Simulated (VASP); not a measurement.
A run of VASP 6.6.1 is set up as follows.

Contents of INCAR:

```
SYSTEM = SiC
PREC = Accurate
ENCUT = 520
EDIFF = 1E-8
ISMEAR = 0
SIGMA = 0.01
LREAL = .False.
LASPH = .True.
NELM = 60
ALGO = Normal
ISIF = 2
LWAVE = .False.
LCHARG = .False.
METAGGA = R2SCAN
LMIXTAU = .True.
LCALCEPS = .True.
```

File KPOINTS:

```
regular mesh
0
Gamma
  9 9 4
  0 0 0
```

File POSCAR:

```
SiC
1.0
    3.0753562392      0.0000000000      0.0000000000
   -1.5376781196      2.6633366288      0.0000000000
    0.0000000000      0.0000000000      4.9471459292
Si C
2 2
Direct
    0.3333333333      0.6666666667     -0.0015084448
    0.6666666667      0.3333333333      0.4984915552
    0.3333333333      0.6666666667      0.3765084448
    0.6666666667      0.3333333333      0.8765084448
```

Potentials or basis: VASP PAW PBE potentials, release 64 (Si, C).

Launch:

```sh
$ cat potpaw_PBE.64/Si/POTCAR potpaw_PBE.64/C/POTCAR > POTCAR
$ mpirun -np 1 vasp_std > vasp.out
```

(1) Estimate the electronic dielectric tensor (diagonal).

(2) Estimate the Born charges (mean of the diagonal).

(3) Predict the band gap on the k mesh.

Answers

(1) 6.43, 6.43, 6.64.

(2) Si +2.75; C -2.75 e.

(3) 2.70 eV (least direct gap 4.40 eV).

Caveat: the cell differs from its parent crystal (uniaxial z strain -2.0%).
